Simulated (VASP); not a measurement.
# Ni in VASP: notebook

Runs on Ni. Level: PBE. Tasks: single point.

All numbers are computed with VASP 6.6.1; they aren't measurements. Logs are shortened: lines on timing, memory, paths and dates and some standing lists are left out, and cuts for length are marked.

## (1) The cell of the first run

The cell holds a slab with vacuum, 5 atoms: a = 2.488 Å, b = 2.488 Å, c = 24.126 Å, α = 90.00°, β = 90.00°, γ = 120.00°.

## (2) Single point, PBE, collinear spin, ferromagnetic start

Contents of INCAR:

```
SYSTEM = Ni
PREC     = Accurate       ! precision mode
ENCUT    = 520            ! plane-wave cutoff, eV
EDIFF    = 1E-7           ! SCF threshold, eV
ISMEAR   = -1             ! smearing method
SIGMA    = 0.05           ! smearing width, eV
LREAL    = .False.        ! projectors in reciprocal space
LASPH    = .True.         ! aspherical terms in the spheres
NELM     = 150            ! most SCF steps
ALGO     = Normal         ! electronic algorithm
ISIF     = 2              ! what is computed and relaxed
LWAVE    = .False.        ! write WAVECAR
LCHARG   = .True.         ! write CHGCAR
ISPIN    = 2              ! spin polarisation
MAGMOM   = 1 1 1 1 1      ! initial moments
LORBIT   = 11             ! projections on sites
LMAXMIX  = 4              ! l up to which the mixer works
LDIPOL   = .True.       
IDIPOL   = 3            
DIPOL    = 0.5 0.5 0.500
GGA      = PE             ! functional
LELF     = .True.         ! ELF
LVHAR    = .True.       
LVACPOTAV= .True.       
NBANDS   = 37             ! bands
```

Contents of KPOINTS:

```
regular mesh
0
Gamma
  19 19 1
  0 0 0
```

Contents of POSCAR:

```
Ni
1.0
    2.4880369134      0.0000000000      0.0000000000
   -1.2440184567      2.1547031725      0.0000000000
    0.0000000000      0.0000000000     24.1259000000
Ni
5
Direct
    0.8333333333      0.1666666667      0.3327548819
    0.1666666667      0.8333333333      0.4158399366
    0.5000000000      0.5000000000      0.5000001314
    0.8333333333      0.1666666667      0.5841601024
    0.1666666667      0.8333333333      0.6672449477
```

Potentials or basis: VASP PAW PBE potentials, release 64 (Ni).

Command:

```bash
cat potpaw_PBE.64/Ni/POTCAR > POTCAR
mpirun -np 1 vasp_std > vasp.out
```

OUTCAR:

```text
SYSTEM = Ni
   PREC = Accurate
   ENCUT = 520
   EDIFF = 1E-7
   ISMEAR = -1
   LREAL = .False.
   LASPH = .True.
   NELM = 150
   ISIF = 2
   ISPIN = 2
   LORBIT = 11
   GGA = PE

 ion  position               nearest neighbor table
   1  0.833  0.167  0.333-   2 2.47   2 2.47   2 2.47
   2  0.167  0.833  0.416-   1 2.47   1 2.47   1 2.47   3 2.49   3 2.49   3 2.49
   3  0.500  0.500  0.500-   4 2.49   4 2.49   4 2.49   2 2.49   2 2.49   2 2.49
   4  0.833  0.167  0.584-   5 2.47   5 2.47   5 2.47   3 2.49   3 2.49   3 2.49
   5  0.167  0.833  0.667-   4 2.47   4 2.47   4 2.47

  LATTYP: Found a hexagonal cell.
 ALAT       =     2.4880369134
 C/A-ratio  =     9.6967612780

  Lattice vectors:

 A1 = (   2.4880369134,   0.0000000000,   0.0000000000)
 A2 = (  -1.2440184567,   2.1547031725,   0.0000000000)
 A3 = (   0.0000000000,   0.0000000000,  24.1259000000)

Analysis of symmetry for initial positions (statically):
=====================================================================
 Subroutine PRICEL returns:
 Original cell was already a primitive cell.

 Routine SETGRP: Setting up the symmetry group for a
 hexagonal supercell.

 Subroutine GETGRP returns: Found 12 space group operations
 (whereof  4 operations were pure point group operations)
 out of a pool of 24 trial point group operations.

The static configuration has the point symmetry C_2h.
 The point group associated with its full space group is D_3d.

Analysis of symmetry for dynamics (positions and initial velocities):
=====================================================================
 Subroutine PRICEL returns:
 Original cell was already a primitive cell.

 Routine SETGRP: Setting up the symmetry group for a
 hexagonal supercell.

 Subroutine GETGRP returns: Found 12 space group operations
 (whereof  4 operations were pure point group operations)
 out of a pool of 24 trial point group operations.

The dynamic configuration has the point symmetry C_2h.
 The point group associated with its full space group is D_3d.

Analysis of structural, dynamic, and magnetic symmetry:
=====================================================================
 Subroutine PRICEL returns:
 Original cell was already a primitive cell.

 Routine SETGRP: Setting up the symmetry group for a
 hexagonal supercell.

 Subroutine GETGRP returns: Found 12 space group operations
 (whereof  4 operations were pure point group operations)
 out of a pool of 24 trial point group operations.

[... 142 lines left out ...]
 NGX is ok and might be reduce to    20
   NGX =  9   NGY =  9   NGZ = 89

 dipolmoment           0.000000      0.000000      0.000000 electrons x Angstroem

 number of electron      49.9999995 magnetization       3.2862519

 dipolmoment           0.000000      0.000000     -0.000000 electrons x Angstroem

 Free energy of the ion-electron system (eV)
  ---------------------------------------------------
  ext. energy  EPLUGINS =         0.00000000
  ---------------------------------------------------
  free energy    TOTEN  =       -26.10319354 eV

  energy without entropy =      -26.02611809  energy(sigma->0) =      -26.06465582

 E-fermi :   1.0823     XC(G=0):  -6.3436

 val. band max:        1.0787718153   @ k =   0.2105  -0.0000   0.0000
 cond. band min:       1.0823749549   @ k =   0.2632  -0.0000   0.0000
 fundamental gap:      0.0036031396
 Fermi energy:         1.0823472760

 spin component 1

 k-point     1 :       0.0000    0.0000    0.0000
  band No.  band energies     occupation
      1      -7.6371      1.00000
      2      -6.7114      1.00000
      3      -5.3525      1.00000
      4      -4.1548      1.00000
      5      -3.7892      1.00000
      6      -1.5691      1.00000
[... 949 lines left out ...]
     36      10.9255      0.00000
     37      11.5441      0.00000

 [... further k-points ...]

 spin component 2

 k-point     1 :       0.0000    0.0000    0.0000
  band No.  band energies     occupation
      1      -7.6727      1.00000
      2      -6.7425      1.00000
      3      -5.3471      1.00000
      4      -3.9918      1.00000
      5      -3.4066      1.00000
      6      -0.8597      1.00000
[... 949 lines left out ...]
     36      11.0494      0.00000
     37      11.6838      0.00000

 [... further k-points ...]

------------------------ aborting loop because EDIFF is reached ----------------------------------------

  FORCE on cell =-STRESS in cart. coord.  units (eV):
  Direction    XX          YY          ZZ          XY          YZ          ZX
  --------------------------------------------------------------------------------------
  -------------------------------------------------------------------------------------
  Total       -1.4339046     -1.4339046     -0.0272129     -0.0000000     -0.0000000     -0.0000000
  in kB      -17.7624577    -17.7624577     -0.3370989     -0.0000000     -0.0000000     -0.0000000
  external PRESSURE =     -11.9540048 kB  Pullay stress =       0.0000000 kB

 VOLUME and BASIS-vectors are now :
 -----------------------------------------------------------------------------
  energy-cutoff  :      520.00
  volume of cell :      129.34
      direct lattice vectors                 reciprocal lattice vectors
     2.488036913  0.000000000  0.000000000     0.401923297  0.232050524  0.000000000
    -1.244018457  2.154703173  0.000000000     0.000000000  0.464101048  0.000000000
     0.000000000  0.000000000 24.125900000     0.000000000  0.000000000  0.041449231

 POSITION                                       TOTAL-FORCE (eV/Angst)
 -----------------------------------------------------------------------------------
      1.86603      0.35912      8.02801        -0.000000     -0.000000     -0.001966
     -0.62201      1.79559     10.03251        -0.000000      0.000000      0.006318
      0.62201      1.07735     12.06295         0.000000      0.000000      0.000000
      1.86603      0.35912     14.09339         0.000000     -0.000000     -0.006318
     -0.62201      1.79559     16.09788        -0.000000      0.000000      0.001966
 -----------------------------------------------------------------------------------
    total drift:                                0.000000     -0.000000     -0.000055

  FREE ENERGIE OF THE ION-ELECTRON SYSTEM (eV)
  ---------------------------------------------------
  free  energy   TOTEN  =       -26.1031935430 eV

  energy  without entropy=      -26.0261180909  energy(sigma->0) =      -26.06465582

 vacuum level on the upper side and lower side of the slab         6.126         6.126

 total charge

# of ion       s       p       d       tot
------------------------------------------
    1        0.491   0.385   8.307   9.184
    2        0.495   0.500   8.317   9.312
    3        0.499   0.497   8.313   9.309
    4        0.495   0.500   8.317   9.312
    5        0.491   0.385   8.307   9.184
--------------------------------------------------
tot          2.472   2.267  41.563  46.302

 magnetization (x)

# of ion       s       p       d       tot
------------------------------------------
    1       -0.005  -0.023   0.706   0.678
    2       -0.007  -0.026   0.708   0.675
    3       -0.006  -0.026   0.681   0.650
    4       -0.007  -0.026   0.708   0.675
    5       -0.005  -0.023   0.706   0.678
--------------------------------------------------
tot         -0.029  -0.124   3.509   3.355
```

Wall time 31 min (1 thread of Intel Xeon 8259CL, shared host); peak memory 0.46 GiB.

What came out:

* Free energy: -26.1032 eV
* Largest force: 0.006 eV/Å
* Net moment: 3.29 μB per cell
* Site moments: Ni +0.68, +0.65 (each value once) μB
* Valence electrons inside the program's atomic spheres: Ni 9.18, 9.31 (each value once)

Forces on the atoms (eV/Å):
```
Ni   0.000  0.000 -0.002
Ni   0.000  0.000  0.006
Ni   0.000  0.000  0.000
Ni   0.000  0.000 -0.006
Ni   0.000  0.000  0.002
```

## (3) Single point, PBE, collinear spin, ferromagnetic start

Contents of INCAR:

```
SYSTEM = Ni
ALGO = Normal
DIPOL = 0.5 0.5 0.500
EDIFF = 1E-7
ENCUT = 520
GGA = PE
IDIPOL = 3
ISIF = 2
ISMEAR = -1
ISPIN = 2
LASPH = .True.
LCHARG = .False.
LDIPOL = .True.
LMAXMIX = 4
LORBIT = 11
LREAL = .False.
LWAVE = .False.
MAGMOM = 1 1 1 1 1
NBANDS = 37
NELM = 150
PREC = Accurate
SIGMA = 0.05
```

Contents of KPOINTS:

```
k-points
0
Gamma
  19 19 1
  0 0 0
```

Contents of POSCAR:

```
Ni
1.0
    2.4880369585      0.0000000000      0.0000000000
   -1.2440184792      2.1547032116      0.0000000000
    0.0000000000      0.0000000000     24.1259000000
Ni
5
Direct
    0.8333333333      0.1666666667      0.3327548855
    0.1666666667      0.8333333333      0.4158399345
    0.5000000000      0.5000000000      0.5000001329
    0.8333333333      0.1666666667      0.5841601053
    0.1666666667      0.8333333333      0.6672449418
```

Potentials or basis: VASP PAW PBE potentials, release 64 (Ni).

Command:

```bash
cat potpaw_PBE.64/Ni/POTCAR > POTCAR
mpirun -np 1 vasp_std > vasp.out
```

OUTCAR:

```text
SYSTEM = Ni
   EDIFF = 1E-7
   ENCUT = 520
   GGA = PE
   ISIF = 2
   ISMEAR = -1
   ISPIN = 2
   LASPH = .True.
   LORBIT = 11
   LREAL = .False.
   NELM = 150
   PREC = Accurate

 ion  position               nearest neighbor table
   1  0.833  0.167  0.333-   2 2.47   2 2.47   2 2.47
   2  0.167  0.833  0.416-   1 2.47   1 2.47   1 2.47   3 2.49   3 2.49   3 2.49
   3  0.500  0.500  0.500-   4 2.49   4 2.49   4 2.49   2 2.49   2 2.49   2 2.49
   4  0.833  0.167  0.584-   5 2.47   5 2.47   5 2.47   3 2.49   3 2.49   3 2.49
   5  0.167  0.833  0.667-   4 2.47   4 2.47   4 2.47

  LATTYP: Found a hexagonal cell.
 ALAT       =     2.4880369585
 C/A-ratio  =     9.6967611022

  Lattice vectors:

 A1 = (   2.4880369585,   0.0000000000,   0.0000000000)
 A2 = (  -1.2440184792,   2.1547032116,   0.0000000000)
 A3 = (   0.0000000000,   0.0000000000,  24.1259000000)

Analysis of symmetry for initial positions (statically):
=====================================================================
 Subroutine PRICEL returns:
 Original cell was already a primitive cell.

 Routine SETGRP: Setting up the symmetry group for a
 hexagonal supercell.

 Subroutine GETGRP returns: Found 12 space group operations
 (whereof  4 operations were pure point group operations)
 out of a pool of 24 trial point group operations.

The static configuration has the point symmetry C_2h.
 The point group associated with its full space group is D_3d.

Analysis of symmetry for dynamics (positions and initial velocities):
=====================================================================
 Subroutine PRICEL returns:
 Original cell was already a primitive cell.

 Routine SETGRP: Setting up the symmetry group for a
 hexagonal supercell.

 Subroutine GETGRP returns: Found 12 space group operations
 (whereof  4 operations were pure point group operations)
 out of a pool of 24 trial point group operations.

The dynamic configuration has the point symmetry C_2h.
[... 184 lines left out ...]
      1      -7.6371      1.00000
      2      -6.7114      1.00000
      3      -5.3525      1.00000
      4      -4.1548      1.00000
      5      -3.7892      1.00000
      6      -1.5691      1.00000
[... 949 lines left out ...]
     36      10.9255      0.00000
     37      11.5441      0.00000

 [... further k-points ...]

 spin component 2

 k-point     1 :       0.0000    0.0000    0.0000
  band No.  band energies     occupation
      1      -7.6727      1.00000
      2      -6.7425      1.00000
      3      -5.3471      1.00000
      4      -3.9918      1.00000
      5      -3.4066      1.00000
      6      -0.8597      1.00000
[... 949 lines left out ...]
     36      11.0494      0.00000
     37      11.6838      0.00000

 [... further k-points ...]

------------------------ aborting loop because EDIFF is reached ----------------------------------------

 vacuum level on the upper side and lower side of the slab       (xc-potential included)         0.004         0.004

  FORCE on cell =-STRESS in cart. coord.  units (eV):
  Direction    XX          YY          ZZ          XY          YZ          ZX
  --------------------------------------------------------------------------------------
  -------------------------------------------------------------------------------------
  Total       -1.4339064     -1.4339064     -0.0272114     -0.0000000     -0.0000000     -0.0000000
  in kB      -17.7624785    -17.7624785     -0.3370806     -0.0000000     -0.0000000     -0.0000000
  external PRESSURE =     -11.9540126 kB  Pullay stress =       0.0000000 kB

 VOLUME and BASIS-vectors are now :
 -----------------------------------------------------------------------------
  energy-cutoff  :      520.00
  volume of cell :      129.34
      direct lattice vectors                 reciprocal lattice vectors
     2.488036958  0.000000000  0.000000000     0.401923290  0.232050520  0.000000000
    -1.244018479  2.154703212  0.000000000     0.000000000  0.464101039  0.000000000
     0.000000000  0.000000000 24.125900000     0.000000000  0.000000000  0.041449231

 POSITION                                       TOTAL-FORCE (eV/Angst)
 -----------------------------------------------------------------------------------
      1.86603      0.35912      8.02801        -0.000000      0.000000     -0.001967
     -0.62201      1.79559     10.03251         0.000000      0.000000      0.006319
      0.62201      1.07735     12.06295        -0.000000     -0.000000      0.000000
      1.86603      0.35912     14.09339        -0.000000     -0.000000     -0.006319
     -0.62201      1.79559     16.09788         0.000000     -0.000000      0.001967
 -----------------------------------------------------------------------------------
    total drift:                                0.000000     -0.000000     -0.000056

  FREE ENERGIE OF THE ION-ELECTRON SYSTEM (eV)
  ---------------------------------------------------
  free  energy   TOTEN  =       -26.1031934938 eV

  energy  without entropy=      -26.0261180385  energy(sigma->0) =      -26.06465577

 vacuum level on the upper side and lower side of the slab         6.050         6.051

 total charge

# of ion       s       p       d       tot
------------------------------------------
    1        0.491   0.385   8.307   9.184
    2        0.495   0.500   8.317   9.312
    3        0.499   0.497   8.313   9.309
    4        0.495   0.500   8.317   9.312
    5        0.491   0.385   8.307   9.184
--------------------------------------------------
tot          2.472   2.267  41.563  46.302

 magnetization (x)

# of ion       s       p       d       tot
------------------------------------------
    1       -0.005  -0.023   0.706   0.678
    2       -0.007  -0.026   0.708   0.675
    3       -0.006  -0.026   0.681   0.650
    4       -0.007  -0.026   0.708   0.675
    5       -0.005  -0.023   0.706   0.678
--------------------------------------------------
tot         -0.029  -0.124   3.509   3.355
```

stdout:

```text
POSCAR found type information on POSCAR Ni
 POSCAR found :  1 types and       5 ions
 scaLAPACK will be used
 LDA part: xc-table for (Slater+PW92), standard interpolation
 POSCAR, INCAR and KPOINTS ok, starting setup
 FFT: planning ... GRIDC
 FFT: planning ... GRID_SOFT
 FFT: planning ... GRID
 WAVECAR not read
 entering main loop
```

Run time: 16 min. Hardware: 1 thread of Intel Xeon Platinum 8259CL at 2.50GHz (Skylake/Cascade Lake), shared host; peak memory 0.45 GiB.

Results:

```yaml
Free_energy: -26.1032 eV
Largest_force: 0.006 eV/Å
Net_moment: 3.29 μB per cell
Site_moments: Ni +0.68, +0.65 (each value once) μB
Valence_electrons_inside_the_program's_atomic_spheres: Ni 9.18, 9.31 (each value once)
```

Forces in eV/Å, atoms in the order of the input:
```
Ni   0.000  0.000 -0.002
Ni   0.000  0.000  0.006
Ni   0.000  0.000  0.000
Ni   0.000  0.000 -0.006
Ni   0.000  0.000  0.002
```

(Part 1 of 2 ends here.)
